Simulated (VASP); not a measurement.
Write the native input for VASP 6.6.1 that does the following.

```
Task                   : electric field gradients
Functional             : LDA
Potentials or basis    : VASP PAW LDA potentials, release 64 (K_sv, Ta_pv, O)
Cutoff                 : 520 eV
k mesh                 : 5 × 5 × 5
Occupations            : fermi-dirac, width 0.01 eV
Spin                   : no spin polarisation
Dipole correction      : no
Further INCAR settings : ALGO = Normal; EDIFF = 1e-08; NBANDS = 27
```

The structure of KTaO3 lies in POSCAR:

```
KTaO3
1.0
    4.0407836503      0.0000000000      0.0000000000
    0.0000000000      4.0407836503      0.0000000000
    0.0000000000      0.0000000000      4.0407836503
K Ta O
1 1 3
Direct
    0.5000000000      0.5000000000      0.5000000000
    0.0000000000      0.0000000000      0.0000000000
    0.5000000000      0.0000000000      0.0000000000
    0.0000000000      0.5000000000      0.0000000000
    0.0000000000      0.0000000000      0.5000000000
```

This cell differs from its parent crystal: volume scaled by 1.04.

The input as run:

INCAR

```
SYSTEM = KTaO3
PREC = Accurate
ENCUT = 520
EDIFF = 1E-8
ISMEAR = -1
SIGMA = 0.01
LREAL = .FALSE.
LASPH = .TRUE.
NELM = 120
ALGO = Normal
ISIF = 2
LWAVE = .FALSE.
LCHARG = .FALSE.
LEFG = .TRUE.
NBANDS = 27
GGA_COMPAT = .FALSE.
```

KPOINTS

```
regular mesh
0
G
  5 5 5
  0 0 0
```

Potentials or basis: VASP PAW LDA potentials, release 64 (K_sv, Ta_pv, O).

The run is started by

```bash
$ cat potpaw_LDA.64/K_sv/POTCAR potpaw_LDA.64/Ta_pv/POTCAR potpaw_LDA.64/O/POTCAR > POTCAR
$ mpirun -np 1 vasp_std > vasp.out
```

Results of the run:

```json
{"Pressure": "-11.5 GPa", "Band gap on the k mesh": "2.04 eV, indirect (least direct gap 2.58 eV)"}
```

Caveat: without QUAD_EFG the Cq values of the log hold for a quadrupole moment of 1 mb, not for the nuclei; spin-orbit coupling is left out, which moves the levels of the heavy elements.

It took 18 s on 1 thread of Intel(R) Xeon(R) Platinum 8488C (Sapphire Rapids), with other jobs on the host, peak memory 0.15 GiB.
